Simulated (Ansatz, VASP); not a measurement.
# Two plane-wave programs on Ge

The input POSCAR:

```
Ge
1.0
    1.3971490000     -2.6005160000     -0.0325064500
    1.3971490000      2.6005160000      0.0325064500
    0.0000000000      0.0337278875      2.6982310000
Ge
1
Direct
    0.5000000000      0.5000000000      0.0000000000
```

The input INCAR.step1:

```
SYSTEM = Ge
PREC = Accurate
ENCUT = 550
ISMEAR = 0
SIGMA = 0.15
LREAL = .FALSE.
LASPH = .TRUE.
NELM = 120
NBANDS = 13
GGA = PE
ALGO = Normal
EDIFF = 1E-5
LWAVE = .TRUE.
LCHARG = .FALSE.
GGA_COMPAT = .FALSE.
```

Contents of INCAR.step2:

```
SYSTEM = Ge
PREC = Accurate
ENCUT = 550
EDIFF = 1E-6
ISMEAR = 0
SIGMA = 0.15
LREAL = .FALSE.
LASPH = .TRUE.
NELM = 120
ALGO = Normal
ISIF = 2
LWAVE = .FALSE.
LCHARG = .FALSE.
METAGGA = R2SCAN
LMIXTAU = .TRUE.
NBANDS = 13
ISTART = 1
GGA_COMPAT = .FALSE.
```

KPOINTS

```
Automatic mesh
0
G
  20 20 18
  0 0 0
```

Input for Ansatz:

```yaml
crystal:
  lattice:
    - [1.397149, -2.600516, -0.03250645]
    - [1.397149, 2.600516, 0.03250645]
    - [0.0, 0.0337278875, 2.698231]
  atoms:
    - { symbol: Ge, position: [0.5, 0.5, 0.0] }
basis:
  ecutwfc: 500
kpoints:
  mp_grid: { grid: [20, 20, 18] }
hamiltonian:
  xc: r2scan
scf:
  occupations: { method: gaussian, width: 0.15 }
output:
  forces: true
  stress: true
  eigenvalues: true
```

Change from the starting cell: strain +0.0250 x Voigt [0, 0, 0, 1, 0, 0], atoms carried along.

Alike in both runs: task single point; functional r2SCAN; k mesh 20 × 20 × 18; occupations gaussian, width 0.15 eV; no spin polarisation.

|  | VASP | Ansatz |
| --- | --- | --- |
| version | VASP 6.6.1 | Ansatz 0.2.0 |
| potentials or method | VASP PAW PBE potentials, release 64 (Ge_d), cutoff 550 eV | scalar-relativistic, plane waves, PAW |
| valence electrons in the cell | 14 | 14 |

|  | VASP | Ansatz | Ansatz less VASP |
| --- | --- | --- | --- |
| gap on the k mesh at the Fermi level (eV) | none | none | - |
| pressure (GPa) | -3.3 | -3.1 | +0.17 |
| traceless stress, the component that is largest in VASP (GPa) | -1.02 | -1.02 | +0.002 |

VASP's potentials were made for PBE, not for r2SCAN. A gap of «none» marks a metal or a gap that the smearing closes. With one functional, cell and mesh, what is left measures potentials, basis and numerics.
